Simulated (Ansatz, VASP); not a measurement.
# Two plane-wave programs on TiAl3

```
Ti Al
1.0
     2.76568    0.00000    0.00000
     0.00000    4.61528    0.00000
     0.00000    0.00000    4.85310
Ti Al
1 3
Direct
  0.00000 0.50000 0.16266
  0.50000 0.50000 0.66417
  0.50000 0.00000 0.33329
  0.00000 0.00000 0.83988
```

Alike in both runs: functional LDA; k mesh 12 × 8 × 8; occupations fermi-dirac, width 0.15 eV; no spin polarisation.

Ansatz relaxed the structure, and its values are those at the end. VASP's run is a single point on that final structure, the one shown.

|  | VASP | Ansatz |
| --- | --- | --- |
| version | VASP 6.6.1 | Ansatz 0.2.0 |
| potentials or method | VASP PAW LDA potentials, release 64 (Ti_sv, Al), cutoff 520 eV | scalar-relativistic, plane waves, PAW |
| valence electrons in the cell | 21 | 21 |

Ansatz gave:

| Item | Value |
| --- | --- |
| gap on the k mesh at the Fermi level (eV) | none |
| pressure (GPa) | 0.0 |

Estimate VASP's values.

gap on the k mesh at the Fermi level (eV): none; pressure (GPa): 0.1.

Ansatz warns that its potentials were made for another functional, while VASP's fit it. LDA's correlation is that of Perdew and Zunger in VASP and of Perdew and Wang (1992) in Ansatz. A gap of «none» marks a metal or a gap that the smearing closes.
